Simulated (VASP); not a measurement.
Write the native input for VASP 6.6.1 that does the following.

* Task: single point
* Functional: LDA
* Potentials or basis: VASP PAW LDA potentials, release 64 (Hf_pv, N)
* Cutoff: 520 eV
* k mesh: 24 × 24 × 20
* Occupations: gaussian, width 0.1 eV
* Spin: no spin polarisation
* Dipole correction: no
* Further INCAR settings: ALGO = Normal; EDIFF = 1e-06; NBANDS = 14

The structure of HfN lies in POSCAR:

```
HfN
1.0
    3.1005536887      0.0000000000      0.0000000000
   -1.5502768444      2.6851582602      0.0000000000
    0.0000000000      0.0000000000      2.9107322272
Hf N
1 1
Direct
    0.0000000000      0.0000000000      0.0000000000
    0.6666666667      0.3333333333      0.5000000000
```

One way to write it, as run:

INCAR

```
SYSTEM = HfN
PREC     = Accurate       ! precision mode
ENCUT    = 520            ! plane-wave cutoff, eV
EDIFF    = 1E-6           ! SCF threshold, eV
ISMEAR   = 0              ! smearing method
SIGMA    = 0.1            ! smearing width, eV
LREAL    = .False.        ! projectors in reciprocal space
LASPH    = .True.         ! aspherical terms in the spheres
NELM     = 80             ! most SCF steps
ALGO     = Normal         ! electronic algorithm
ISIF     = 2              ! what is computed and relaxed
LWAVE    = .False.        ! write WAVECAR
LCHARG   = .False.        ! write CHGCAR
GGA      = CA             ! functional
NBANDS   = 14             ! bands
```

KPOINTS

```
Automatic mesh
0
Gamma
  24 24 20
  0 0 0
```

Potentials or basis: VASP PAW LDA potentials, release 64 (Hf_pv, N).

Command:

```console
$ cat potpaw_LDA.64/Hf_pv/POTCAR potpaw_LDA.64/N/POTCAR > POTCAR
$ mpirun -np 1 vasp_std > vasp.out
```

Results of the run:

- Pressure: -14.8 GPa

Run time: 80 s on 1 thread of Intel(R) Xeon(R) Platinum 8375C CPU @ 2.90GHz (Ice Lake) (shared host), peak memory 0.33 GiB.
